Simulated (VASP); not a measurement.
Wanted: the native input for a VASP 6.6.1 run.

* Task: single point
* Functional: LDA
* Potentials or basis: VASP PAW LDA potentials, release 64 (Ir)
* Cutoff: 520 eV
* k mesh: 16 × 16 × 16
* Occupations: fermi-dirac, width 0.1 eV
* Spin: no spin polarisation
* Dipole correction: no
* Further INCAR settings: ALGO = Normal; EDIFF = 1e-06; NBANDS = 10

The structure of Ir lies in POSCAR:

```
Ir
1.0
   -1.4884246345      1.4884246345      1.4884246345
    1.4884246345     -1.4884246345      1.4884246345
    1.4884246345      1.4884246345     -1.4884246345
Ir
1
Direct
    0.0000000000      0.0000000000      0.0000000000
```

This cell differs from its parent crystal: volume scaled by 0.92.

These files were run (other wordings do the same):

INCAR

```
SYSTEM = Ir
ALGO     = Normal         ! electronic algorithm
EDIFF    = 1E-6           ! SCF threshold, eV
ENCUT    = 520            ! plane-wave cutoff, eV
GGA      = CA             ! functional
ISIF     = 2              ! what is computed and relaxed
ISMEAR   = -1             ! smearing method
LASPH    = .TRUE.         ! aspherical terms in the spheres
LCHARG   = .TRUE.         ! write CHGCAR
LELF     = .TRUE.         ! ELF
LREAL    = .FALSE.        ! projectors in reciprocal space
LVHAR    = .TRUE.       
LWAVE    = .FALSE.        ! write WAVECAR
NBANDS   = 10             ! bands
NELM     = 60             ! most SCF steps
PREC     = Accurate       ! precision mode
SIGMA    = 0.1            ! smearing width, eV
```

KPOINTS

```
k-points
0
G
  16 16 16
  0 0 0
```

Potentials or basis: VASP PAW LDA potentials, release 64 (Ir).

Launch:

```bash
$ cat potpaw_LDA.64/Ir/POTCAR > POTCAR
$ mpirun -np 1 vasp_std > vasp.out
```

Results of the run:

```
Pressure : 40.3 GPa
```

Wall time 30 s on 1 thread of AMD EPYC 7R13 (shared host), peak memory 0.11 GiB.
